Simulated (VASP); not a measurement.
Eu:

```
Eu
1.0
    -2.05443    2.05443    2.05443
     2.05443   -2.05443    2.05443
     2.05443    2.05443   -2.05443
Eu
1
Direct
  0.00000 0.00000 0.00000
```

Base run:

| Property | Result |
| --- | --- |
| Program | VASP 6.6.1 |
| Functional | LDA |
| Potentials or basis | VASP PAW PBE potentials, release 64 (Eu) |
| Cutoff | 520 eV |
| k mesh | 9 × 9 × 9 |
| Occupations | fermi-dirac, width 0.05 eV |
| Spin | collinear spin, ferromagnetic start |
| Starting moments | [6.925] μB |

Its results: pressure -0.4 GPa; net moment 7.15 μB per cell; site moments Eu +6.64 μB.

Task: The run is repeated on the same cell with these changes: k mesh from 9 × 9 × 9 to 3 × 3 × 3. What comes out?

Result: Pressure -2.0 GPa; net moment 7.18 μB per cell; site moments Eu +6.66 μB.

Caveats: some runs use coarse meshes; the PAW data sets were made with another functional, which shifts forces and pressure a little.
